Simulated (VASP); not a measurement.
Here is a VASP 6.6.1 calculation.

File INCAR:

```
  PREC = Accurate
  ENCUT = 520
  EDIFF = 1E-6
  ISMEAR = 0
  SIGMA = 0.1
  LREAL = F
  LASPH = T
  NELM = 60
  ALGO = Normal
  ISIF = 2
  LWAVE = F
  LCHARG = F
  LDIPOL = T
  IDIPOL = 3
  DIPOL = 0.5 0.5 0.400
  GGA = PE
  NBANDS = 24
```

KPOINTS

```
Automatic mesh
0
Gamma
  9 9 1
```

The input POSCAR:

```
Al8N
1.0
    2.8543223330      0.0000000000      0.0000000000
   -1.4271611665      2.4719156510      0.0000000000
    0.0000000000      0.0000000000     33.4760593533
Al N
8 1
Direct
    0.3333333333      0.6666666667      0.1194883770
    0.0000000000      0.0000000000      0.1895622803
    0.6666666667      0.3333333333      0.2596361837
    0.0000000000      0.0000000000      0.3297100869
    0.3333333333      0.6666666667      0.3992195594
    0.0000000000      0.0000000000      0.4696536480
    0.6666666667      0.3333333333      0.5400996810
    0.0000000000      0.0000000000      0.6116627748
    0.7777777778     -0.7777777778      0.6854468476
```

Potentials or basis: VASP PAW PBE potentials, release 64 (Al, N).

The run is started by

```console
$ cat potpaw_PBE.64/Al/POTCAR potpaw_PBE.64/N/POTCAR > POTCAR
$ mpirun -np 1 vasp_std > vasp.out
```

Problem. What does it give for the largest force?

Solution. 1.994 eV/Å.

Forces on the atoms (eV/Å):
```
Al   0.001  0.000 -0.053
Al   0.005 -0.003  0.064
Al  -0.004  0.002 -0.028
Al  -0.002  0.001 -0.050
Al   0.000  0.000  0.204
Al   0.019 -0.011 -0.142
Al  -0.045  0.026  0.034
Al  -0.216  0.125  1.944
N    0.243 -0.141 -1.974
```
